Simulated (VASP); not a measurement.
Input of a VASP 6.6.1 run:

INCAR

```
ALGO = Normal
EDIFF = 1E-7
EDIFFG = -0.01
ENCUT = 600
GGA = PE
IBRION = 2
ISIF = 3
ISMEAR = -1
LASPH = T
LCHARG = F
LREAL = F
LWAVE = F
NELM = 60
NSW = 80
PREC = Accurate
SIGMA = 0.02
```

File KPOINTS:

```
k-points
0
Gamma
  8 8 8
```

POSCAR

```
ZnSe
1.0
    0.0000000000      2.8338000000      2.8338000000
    2.8338000000      0.0000000000      2.8338000000
    2.8338000000      2.8338000000      0.0000000000
Zn Se
1 1
Direct
    0.0000000000      0.0000000000      0.0000000000
    0.2500000000      0.2500000000      0.2500000000
```

Potentials or basis: VASP PAW PBE potentials, release 64 (Zn, Se).

Command:

```bash
$ cat potpaw_PBE.64/Zn/POTCAR potpaw_PBE.64/Se/POTCAR > POTCAR
$ mpirun -np 1 vasp_std > vasp.out
```

(1) Predict the band gap on the k mesh.

(2) Estimate the space group after relaxing (to 0.05 Å).

(3) What does it give for the relaxed cell?

Answers

(1) 1.14 eV, direct.

(2) F-43m (No. 216).

(3) a = 4.058 Å, b = 4.058 Å, c = 4.058 Å, α = 60.00°, β = 60.00°, γ = 60.00°.
